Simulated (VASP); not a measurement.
Input of a VASP 6.6.1 run:

The input INCAR:

```
PREC = Accurate
ENCUT = 600
EDIFF = 1E-7
ISMEAR = 0
SIGMA = 0.01
LREAL = False
LASPH = True
NELM = 100
ALGO = Normal
ISIF = 3
LWAVE = False
LCHARG = False
GGA = PE
IBRION = 2
NSW = 100
EDIFFG = -0.01
```

KPOINTS

```
Automatic mesh
0
Gamma
  6 6 6
```

File POSCAR:

```
WI6
1.0
    0.0000000000      5.7502308610      5.7502308610
    5.7502308610      0.0000000000      5.7502308610
    5.7502308610      5.7502308610      0.0000000000
W I
1 6
Direct
    0.0000000000      0.0000000000      0.0000000000
    0.7642497830      0.2357502170      0.2357502170
    0.2357502170      0.7642497830      0.7642497830
    0.2357502170      0.7642497830      0.2357502170
    0.7642497830      0.2357502170      0.7642497830
    0.2357502170      0.2357502170      0.7642497830
    0.7642497830      0.7642497830      0.2357502170
```

Potentials or basis: VASP PAW PBE potentials, release 64 (W_sv, I).

Run with:

```bash
$ cat potpaw_PBE.64/W_sv/POTCAR potpaw_PBE.64/I/POTCAR > POTCAR
$ mpirun -np 1 vasp_std > vasp.out
```

Problem. Predict the band gap on the k mesh.

Solution. 0.18 eV, indirect (least direct gap 0.19 eV).

Problem. Estimate the space group after relaxing (to 0.05 Å).

Solution. Fm-3m (No. 225).

Problem. What does it give for the relaxed volume?

Solution. 55.04 Å³/atom.

Final structure:
```
W I
1.0
     0.00000    5.77557    5.77557
     5.77557    0.00000    5.77557
     5.77557    5.77557    0.00000
W I
1 6
Direct
  0.00000 0.00000 0.00000
  0.76541 0.23459 0.23459
  0.23459 0.76541 0.76541
  0.23459 0.76541 0.23459
  0.76541 0.23459 0.76541
  0.23459 0.23459 0.76541
  0.76541 0.76541 0.23459
```

Caveat: spin-orbit coupling is left out, which moves the levels of the heavy elements. A k mesh can miss the band edges.
